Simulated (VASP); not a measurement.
# B11As12 in VASP: relaxation of the atoms with PBEsol

Aim: the relaxation of the atoms of B11As12 with PBEsol.

Program: VASP 6.6.1. These are calculated values, not measurements. Logs are shortened: lines on timing, memory, paths and dates and some standing lists are left out, and cuts for length are marked.

### 1 The cell of the first run

The cell holds a slab with vacuum, 23 atoms: a = 4.768 Å, b = 5.839 Å, c = 26.727 Å, α = 90.00°, β = 90.00°, γ = 114.09°.

### 2 Relaxation of the atoms, PBEsol

File INCAR:

```
SYSTEM = B11As12
ALGO     = Normal         ! electronic algorithm
DIPOL    = 0.5 0.5 0.500
EDIFF    = 1E-6           ! SCF threshold, eV
EDIFFG   = -0.02          ! ionic threshold
ENCUT    = 520            ! plane-wave cutoff, eV
GGA      = PS             ! functional
IBRION   = 2              ! ionic algorithm
IDIPOL   = 3            
ISIF     = 2              ! what is computed and relaxed
ISMEAR   = 0              ! smearing method
LASPH    = .TRUE.         ! aspherical terms in the spheres
LCHARG   = .FALSE.        ! write CHGCAR
LDIPOL   = .TRUE.       
LREAL    = Auto         
LUSENCCL = .FALSE.      
LWAVE    = .FALSE.        ! write WAVECAR
NELM     = 100            ! most SCF steps
NSW      = 80             ! ionic steps
PREC     = Accurate       ! precision mode
SIGMA    = 0.05           ! smearing width, eV
```

File KPOINTS:

```
k-points
0
G
  6 5 1
  0 0 0
```

File POSCAR:

```
B11As12
1.0
    4.7678758036      0.0000000000      0.0000000000
   -2.3839379018      5.3306472025      0.0000000000
    0.0000000000      0.0000000000     26.7274238456
As B
12 11
Direct
    0.1000000000      0.7000000000      0.2806106583
    0.8000000000      0.1000000000      0.3204996295
    0.5000000000      0.5000000000      0.3603886007
    0.2000000000      0.9000000000      0.4002775720
    0.9000000000      0.3000000000      0.4401665432
    0.6000000000      0.7000000000      0.4800555144
    0.3000000000      0.1000000000      0.5199444856
    0.0000000000      0.5000000000      0.5598334568
    0.7000000000      0.9000000000      0.5997224280
    0.4000000000      0.3000000000      0.6396113993
    0.1000000000      0.7000000000      0.6795003705
    0.8000000000      0.1000000000      0.7193893417
    0.7000000000      0.4000000000      0.3005551439
    0.4000000000      0.8000000000      0.3404441151
    0.1000000000      0.2000000000      0.3803330863
    0.8000000000      0.6000000000      0.4202220576
    0.5000000000      0.0000000000      0.4601110288
    0.2000000000      0.4000000000      0.5000000000
    0.9000000000      0.8000000000      0.5398889712
    0.6000000000      0.2000000000      0.5797779424
    0.3000000000      0.6000000000      0.6196669137
    0.0000000000      0.0000000000      0.6595558849
    0.7000000000      0.4000000000      0.6994448561
```

Potentials or basis: VASP PAW PBE potentials, release 64 (As, B).

On the command line:

```console
$ cat potpaw_PBE.64/As/POTCAR potpaw_PBE.64/B/POTCAR > POTCAR
$ mpirun -np 1 vasp_std > vasp.out
```

OUTCAR:

```text
SYSTEM = B11As12
   EDIFF = 1E-6
   EDIFFG = -0.02
   ENCUT = 520
   GGA = PS
   IBRION = 2
   ISIF = 2
   ISMEAR = 0
   LASPH = .TRUE.
   LREAL = Auto
   NELM = 100
   NSW = 80
   PREC = Accurate

 ion  position               nearest neighbor table
   1  0.100  0.700  0.281-  14 2.06  13 2.06
   2  0.800  0.100  0.320-  15 2.06  13 2.06  14 2.06
   3  0.500  0.500  0.360-  13 2.06  14 2.06  15 2.06  16 2.06
   4  0.200  0.900  0.400-  17 2.06  16 2.06  15 2.06  14 2.06
   5  0.900  0.300  0.440-  18 2.06  17 2.06  16 2.06  15 2.06
   6  0.600  0.700  0.480-  19 2.06  16 2.06  17 2.06  18 2.06
   7  0.300  0.100  0.520-  17 2.06  20 2.06  18 2.06  19 2.06
   8  0.000  0.500  0.560-  18 2.06  19 2.06  20 2.06  21 2.06
   9  0.700  0.900  0.600-  19 2.06  20 2.06  21 2.06  22 2.06
  10  0.400  0.300  0.640-  23 2.06  22 2.06  21 2.06  20 2.06
  11  0.100  0.700  0.680-  21 2.06  22 2.06  23 2.06
  12  0.800  0.100  0.719-  22 2.06  23 2.06
  13  0.700  0.400  0.301-   3 2.06   2 2.06   1 2.06
  14  0.400  0.800  0.340-   1 2.06   3 2.06   2 2.06   4 2.06
  15  0.100  0.200  0.380-   2 2.06   3 2.06   4 2.06   5 2.06
  16  0.800  0.600  0.420-   6 2.06   4 2.06   5 2.06   3 2.06
  17  0.500  0.000  0.460-   4 2.06   7 2.06   6 2.06   5 2.06
  18  0.200  0.400  0.500-   5 2.06   8 2.06   7 2.06   6 2.06
  19  0.900  0.800  0.540-   6 2.06   9 2.06   8 2.06   7 2.06
  20  0.600  0.200  0.580-   7 2.06   8 2.06   9 2.06  10 2.06
  21  0.300  0.600  0.620-  11 2.06  10 2.06   9 2.06   8 2.06
  22  0.000  0.000  0.660-  12 2.06  11 2.06  10 2.06   9 2.06
  23  0.700  0.400  0.699-  10 2.06  12 2.06  11 2.06

  LATTYP: Found a base centered orthorhombic cell.
 ALAT       =     4.7678758036
 B/A-ratio  =     2.2360679775
 C/A-ratio  =     5.6057298777

  Lattice vectors:

 A1 = (   2.3839379018,  -5.3306472025,   0.0000000000)
 A2 = (   2.3839379018,   5.3306472025,   0.0000000000)
 A3 = (   0.0000000000,   0.0000000000,  26.7274238456)

Analysis of symmetry for initial positions (statically):
=====================================================================
 Subroutine PRICEL returns:
 Original cell was already a primitive cell.

 Routine SETGRP: Setting up the symmetry group for a
 base centered orthorhombic supercell.

 Subroutine GETGRP returns: Found  2 space group operations
 (whereof  1 operations were pure point group operations)
 out of a pool of  8 trial point group operations.

The static configuration has the point symmetry C_1 .
 The point group associated with its full space group is C_2 .

Analysis of symmetry for dynamics (positions and initial velocities):
=====================================================================
 Subroutine PRICEL returns:
 Original cell was already a primitive cell.

 Routine SETGRP: Setting up the symmetry group for a
 base centered orthorhombic supercell.

 Subroutine GETGRP returns: Found  2 space group operations
 (whereof  1 operations were pure point group operations)
 out of a pool of  8 trial point group operations.

The dynamic configuration has the point symmetry C_1 .
 The point group associated with its full space group is C_2 .

 Subroutine INISYM returns: Found  2 space group operations
 (whereof  1 operations are pure point group operations),
 and found     1 'primitive' translations

----------------------------------------------------------------------------------------

                                     Primitive cell

  volume of cell :     679.3006

  direct lattice vectors                    reciprocal lattice vectors
     4.767875804  0.000000000  0.000000000     0.209737007  0.093797241 -0.000000000
    -2.383937902  5.330647202  0.000000000     0.000000000  0.187594482  0.000000000
     0.000000000  0.000000000 26.727423846     0.000000000 -0.000000000  0.037414754

  length of vectors
     4.767875804  5.839431438 26.727423846     0.229755380  0.187594482  0.037414754

[... 117 lines left out ...]
   k-points           NKPTS =     16   k-points in BZ     NKDIM =     16   number of bands    NBANDS=     58
   number of dos      NEDOS =    301   number of ions     NIONS =     23
   total plane-waves  NPLWV = 345600
   dimension x,y,z NGX =    36 NGY =   48 NGZ =  200
   dimension x,y,z NGXF=    72 NGYF=   96 NGZF=  400
   ions per type =              12  11
   NGX,Y,Z   is equivalent  to a cutoff of  12.55, 13.67, 12.44 a.u.
   NGXF,Y,Z  is equivalent  to a cutoff of  25.10, 27.33, 24.88 a.u.
 SYSTEM =  B11As12
   PREC   = accura    normal or accurate (medium, high low for compatibility)
   ISTART =      0    job   : 0-new  1-cont  2-samecut
   ICHARG =      2    charge: 1-file 2-atom 10-const
   ISPIN  =      1    spin polarized calculation?
   LNONCOLLINEAR =      F non collinear calculations
   LSORBIT =      F    spin-orbit coupling
   LASPH  =      T    aspherical Exc in radial PAW
   ENCUT  =  520.0 eV  38.22 Ry    6.18 a.u.   8.87 10.86 49.70*2*pi/ulx,y,z
   NELM   =    100;   NELMIN=  2; NELMDL= -5     # of ELM steps
   EDIFF  = 0.1E-05   stopping-criterion for ELM
   LREAL  =      T    real-space projection
   EDIFFG = -.2E-01   stopping-criterion for IOM
   NSW    =     80    number of steps for IOM
   IBRION =      2    ionic relax: 0-MD 1-quasi-New 2-CG
   NFREE  =      1    steps in history (QN), initial steepest desc. (CG)
   ISIF   =      2    stress and relaxation
   ISYM   =      2    0-nonsym 1-usesym 2-fastsym
   POTIM  = 0.5000    time-step for ionic-motion
   TEBEG  =    0.0;   TEEND  =   0.0 temperature during run
   PSTRESS=    0.0 pullay stress
   NELECT =      93.0000    total number of electrons
   NUPDOWN=      -1.0000    fix difference up-down
   EMIN   =  10.00;   EMAX   =-10.00  energy-range for DOS
   EFERMI =   0.00;   METHOD = LEGACY
   ISMEAR =     0;   SIGMA  =   0.05  broadening in eV -4-tet -1-fermi 0-gaus
   EFERMI_NEDOS =   21; number of points for ismear=-14 and -15
   IALGO  =     38    algorithm
   IMIX   =      4    mixing-type and parameters
     AMIX     =   0.40;   BMIX     =  1.00
     AMIX_MAG =   1.60;   BMIX_MAG =  1.00
  volume/ion in A,a.u.               =      29.53       199.31
  Fermi-wavevector in a.u.,A,eV,Ry     =   0.843753  1.594461  9.686240  0.711919
  Thomas-Fermi vector in A             =   1.958671
   LORBIT       =      0    0 simple, 1 ext, 2 COOP (PROOUT), +10 PAW based schemes
   GGA     = PS    functional components
   LHFCALC =     F    Hartree Fock is set to
   AEXX    =    0.0000 exact exchange contribution
   IVDW    =     0    specifies the selected vdW correction
   LEPSILON=     F    determine dielectric tensor
   LRPA    =     F    only Hartree local field effects (RPA)
 conjugate gradient relaxation of ions
 non-spin polarized calculation
 Gauss-broadening in eV      SIGMA  =   0.05
  energy-cutoff  :      520.00
  volume of cell :      679.30
 maximum number of plane-waves:     18340
   NGX = 17   NGY = 21   NGZ = 99

--------------------------------------- Ionic step        1  -------------------------------------------

 number of electron      93.0000002 magnetization

 Free energy of the ion-electron system (eV)
  ---------------------------------------------------
  ext. energy  EPLUGINS =         0.00000000
  ---------------------------------------------------
  free energy    TOTEN  =      -132.64841580 eV

  energy without entropy =     -132.63968332  energy(sigma->0) =     -132.64404956

------------------------ aborting loop because EDIFF is reached ----------------------------------------

  FORCE on cell =-STRESS in cart. coord.  units (eV):
  Direction    XX          YY          ZZ          XY          YZ          ZX
  --------------------------------------------------------------------------------------
  -------------------------------------------------------------------------------------
  Total       -7.1935964     -6.5191733      1.5468980      0.0000000     -1.0283909      0.0000000
  in kB      -16.9665942    -15.3759208      3.6484659      0.0000000     -2.4255309      0.0000000
  external PRESSURE =      -9.5646830 kB  Pullay stress =       0.0000000 kB
[... 152 lines left out ...]
  FREE ENERGIE OF THE ION-ELECTRON SYSTEM (eV)
  ---------------------------------------------------
  free  energy   TOTEN  =      -133.5645291781 eV

  energy  without entropy=     -133.5534372503  energy(sigma->0) =     -133.55898321

[... ionic steps 4 to 23 ...]

--------------------------------------- Ionic step       24  -------------------------------------------

 number of electron      92.9999999 magnetization

------------------------ aborting loop because EDIFF is reached ----------------------------------------
[... 46 lines left out ...]
  FREE ENERGIE OF THE ION-ELECTRON SYSTEM (eV)
  ---------------------------------------------------
  free  energy   TOTEN  =      -134.4212529355 eV

  energy  without entropy=     -134.4169404674  energy(sigma->0) =     -134.41909670

 dipolmoment           0.000000      0.000000     -0.000000 electrons x Angstroem

--------------------------------------- Ionic step       25  -------------------------------------------

 number of electron      92.9999999 magnetization

------------------------ aborting loop because EDIFF is reached ----------------------------------------
[... 52 lines left out ...]
--------------------------------------- Ionic step       26  -------------------------------------------

 number of electron      92.9999999 magnetization

 dipolmoment           0.000000      0.000000      0.000000 electrons x Angstroem

 Free energy of the ion-electron system (eV)
  ---------------------------------------------------
  ext. energy  EPLUGINS =         0.00000000
  ---------------------------------------------------
  free energy    TOTEN  =      -134.42187975 eV

  energy without entropy =     -134.41752828  energy(sigma->0) =     -134.41970401

 E-fermi :   0.7412     XC(G=0):  -5.6823

 val. band max:        0.7345847552   @ k =   0.3333   0.4000   0.0000
 cond. band min:       0.7841399997   @ k =  -0.3333   0.4000   0.0000
 fundamental gap:      0.0495552444
 Fermi energy:         0.7412340264

 k-point     1 :       0.0000    0.0000    0.0000
  band No.  band energies     occupation
      1     -14.9845      2.00000
      2     -14.3910      2.00000
      3     -13.5326      2.00000
      4     -12.4598      2.00000
      5     -11.3824      2.00000
      6     -11.3424      2.00000
[... 965 lines left out ...]
     57       3.4664      0.00000
     58       3.6237      0.00000

------------------------ aborting loop because EDIFF is reached ----------------------------------------

 vacuum level on the upper side and lower side of the slab       (xc-potential included)        -0.054        -0.054

  FORCE on cell =-STRESS in cart. coord.  units (eV):
  Direction    XX          YY          ZZ          XY          YZ          ZX
  --------------------------------------------------------------------------------------
  -------------------------------------------------------------------------------------
  Total       -4.4111824     -6.0962930      0.3347550      0.0000000     -0.2235340      0.0000000
  in kB      -10.4040786    -14.3785283      0.7895428      0.0000000     -0.5272205      0.0000000
  external PRESSURE =      -7.9976880 kB  Pullay stress =       0.0000000 kB
[... 38 lines left out ...]
  FREE ENERGIE OF THE ION-ELECTRON SYSTEM (eV)
  ---------------------------------------------------
  free  energy   TOTEN  =      -134.4218797475 eV

  energy  without entropy=     -134.4175282810  energy(sigma->0) =     -134.41970401

 reached required accuracy - stopping structural energy minimisation

 vacuum level on the upper side and lower side of the slab         5.021         5.021
```

Wall time 38 min (1 × NVIDIA H100 80GB with 1 thread of AMD EPYC 7R13 (Zen 3), shared host); peak memory 1.8 GiB.

What came out:

```yaml
Free_energy: -134.4219 eV
Energy_gained_by_relaxing: 77.1 meV/atom
Ionic_steps: 26
Largest_force_after_relaxing: 0.019 eV/Å
```

Forces in eV/Å, atoms in the order of the input:
```
As   0.010  0.002 -0.003
As  -0.009  0.009  0.002
As   0.009  0.000 -0.017
As   0.000  0.003 -0.005
As  -0.008 -0.003  0.000
As  -0.005  0.007 -0.010
As  -0.005 -0.007  0.010
As  -0.008  0.003  0.000
As   0.000 -0.003  0.005
As   0.009  0.000  0.017
As  -0.009 -0.009 -0.002
As   0.010 -0.002  0.003
B    0.004  0.004 -0.007
B    0.011  0.003 -0.008
B   -0.003  0.001 -0.003
B   -0.003  0.003 -0.007
B   -0.004  0.004  0.000
B   -0.001  0.000  0.000
B   -0.004 -0.004  0.000
B   -0.003 -0.003  0.007
B   -0.003 -0.001  0.003
B    0.011 -0.003  0.008
B    0.004 -0.004  0.007
```

The path:
```csv
step,energy change (eV),largest force (eV/Å),pressure (GPa)
1,0.0000,2.2798,-0.96
2,-0.6691,1.6258,-0.78
3,-0.9161,1.6110,-0.46
4,-1.3197,1.0152,-0.72
5,-1.4704,0.8883,-1.03
6,-1.6495,0.5524,-1.02
7,-1.6823,0.3940,-0.98
8,-1.7126,0.3084,-0.94
9,-1.7241,0.2553,-0.90
10,-1.7472,0.1693,-0.89
11,-1.7543,0.0992,-0.88
12,-1.7593,0.0871,-0.88
13,-1.7603,0.1057,-0.88
14,-1.7640,0.0721,-0.90
15,-1.7652,0.0715,-0.91
16,-1.7674,0.0587,-0.89
17,-1.7678,0.0584,-0.88
18,-1.7693,0.0354,-0.85
19,-1.7696,0.0545,-0.83
20,-1.7707,0.0332,-0.82
21,-1.7710,0.0460,-0.81
22,-1.7720,0.0346,-0.80
23,-1.7721,0.0437,-0.80
24,-1.7728,0.0364,-0.80
25,-1.7731,0.0326,-0.80
26,-1.7735,0.0192,-0.80
```

Final structure:
```
CELL_PARAMETERS angstrom
4.76788 0.00000 0.00000
-2.38394 5.33065 0.00000
0.00000 0.00000 26.72742
ATOMIC_POSITIONS crystal
As 0.07773 0.74836 0.27989
As 0.81138 0.08370 0.31658
As 0.48820 0.49782 0.35919
As 0.19849 0.89912 0.40066
As 0.89621 0.29900 0.43964
As 0.59612 0.69911 0.47997
As 0.29701 0.10089 0.52003
As 0.99721 0.50100 0.56036
As 0.69937 0.90088 0.59934
As 0.39039 0.30218 0.64081
As 0.12768 0.71630 0.68342
As 0.72938 0.05164 0.72011
B 0.78648 0.43627 0.31180
B 0.39157 0.80456 0.33933
B 0.09356 0.19498 0.37974
B 0.79637 0.60005 0.41986
B 0.49771 0.00003 0.46041
B 0.19534 0.40000 0.50000
B 0.89768 0.79997 0.53959
B 0.59632 0.19995 0.58014
B 0.29859 0.60502 0.62026
B 0.98700 0.99544 0.66067
B 0.75021 0.36373 0.68820
```

Caveat: the PAW data sets were made with another functional, which shifts forces and pressure a little.
